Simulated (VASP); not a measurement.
Input of a VASP 6.6.1 run:

Contents of POSCAR:

```
GaN
1.0
    3.1816940850      0.0000000000      0.0000000000
   -1.5908470425      2.7554279047      0.0000000000
    0.0000000000      0.0000000000     10.3772903077
Ga N
4 4
Direct
    0.0000000000      0.0000000000     -0.0003613151
    0.3333333333      0.6666666667      0.2499322523
    0.0000000000      0.0000000000      0.4996386849
    0.6666666667      0.3333333333      0.7499322523
    0.0000000000      0.0000000000      0.1876438561
    0.3333333333      0.6666666667      0.4377852066
    0.0000000000      0.0000000000      0.6876438561
    0.6666666667      0.3333333333      0.9377852066
```

File INCAR.step1:

```
PREC     = Accurate       # precision mode
ENCUT    = 520            # plane-wave cutoff, eV
ISMEAR   = 0              # smearing method
SIGMA    = 0.01           # smearing width, eV
LREAL    = False          # projectors in reciprocal space
LASPH    = True           # aspherical terms in the spheres
NELM     = 100            # most SCF steps
NBANDS   = 46             # bands
GGA      = PE             # functional
ALGO     = Normal         # electronic algorithm
EDIFF    = 1E-4           # SCF threshold, eV
LWAVE    = True           # write WAVECAR
LCHARG   = False          # write CHGCAR
```

Contents of INCAR.step2:

```
PREC     = Accurate       # precision mode
ENCUT    = 520            # plane-wave cutoff, eV
EDIFF    = 1E-6           # SCF threshold, eV
ISMEAR   = 0              # smearing method
SIGMA    = 0.01           # smearing width, eV
LREAL    = False          # projectors in reciprocal space
LASPH    = True           # aspherical terms in the spheres
NELM     = 100            # most SCF steps
ALGO     = Normal         # electronic algorithm
ISIF     = 2              # what is computed and relaxed
LWAVE    = False          # write WAVECAR
LCHARG   = False          # write CHGCAR
METAGGA  = R2SCAN         # meta-GGA
LMIXTAU  = True         
NBANDS   = 46             # bands
ISTART   = 1
```

The input KPOINTS:

```
Automatic mesh
0
Gamma
  9 9 2
```

Potentials or basis: VASP PAW PBE potentials, release 64 (Ga_d, N).

Launch:

```sh
$ cat potpaw_PBE.64/Ga_d/POTCAR potpaw_PBE.64/N/POTCAR > POTCAR
$ cp INCAR.step1 INCAR
$ mpirun -np 1 vasp_std > vasp.out
$ cp INCAR.step2 INCAR
$ mpirun -np 1 vasp_std > vasp.out
```

Task: What does it give for the largest force?

Result: 0.009 eV/Å.

Task: Estimate the band gap on the k mesh.

Result: 2.25 eV.

Task: What does it give for the pressure?

Result: 1.1 GPa.

Forces in eV/Å, atoms in the order of the input:
```
Ga   0.000  0.000  0.004
Ga   0.000  0.000  0.009
Ga   0.000  0.000  0.004
Ga   0.000  0.000  0.009
N    0.000  0.000 -0.008
N    0.000  0.000 -0.006
N    0.000  0.000 -0.008
N    0.000  0.000 -0.006
```

Caveat: the PAW data sets were made with another functional, which shifts forces and pressure a little.
